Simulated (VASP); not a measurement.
Set up this calculation in VASP 6.6.1, as the native input.

```
Task                   : single point
Functional             : PBE
Potentials or basis    : VASP PAW PBE potentials, release 64 (Ir)
Cutoff                 : 520 eV
k mesh                 : 22 × 22 × 22
Occupations            : gaussian, width 0.1 eV
Spin                   : no spin polarisation
Dipole correction      : no
Further INCAR settings : ALGO = Fast; EDIFF = 1e-06; NBANDS = 10
```

The structure of Ir lies in POSCAR:

```
Ir
1.0
    2.5706137654      0.0000000000      0.0000000000
    0.0000000000      2.5706137654      0.0000000000
    0.0000000000      0.0000000000      2.5706137654
Ir
1
Direct
    0.0000000000      0.0000000000      0.0000000000
```

These files were run (other wordings do the same):

INCAR

```
PREC = Accurate
ENCUT = 520
EDIFF = 1E-6
ISMEAR = 0
SIGMA = 0.1
LREAL = False
LASPH = True
NELM = 60
ALGO = Fast
ISIF = 2
LWAVE = False
LCHARG = False
GGA = PE
NBANDS = 10
```

KPOINTS

```
regular mesh
0
Gamma
  22 22 22
```

Potentials or basis: VASP PAW PBE potentials, release 64 (Ir).

Command:

```sh
$ cat potpaw_PBE.64/Ir/POTCAR > POTCAR
$ mpirun -np 1 vasp_std > vasp.out
```

Results of the run:

| Property | Result |
| --- | --- |
| Pressure | 0.1 GPa |

It took 27 s on 1 thread of Intel(R) Xeon(R) 6975P-C (Granite Rapids), with other jobs on the host, peak memory 0.18 GiB.
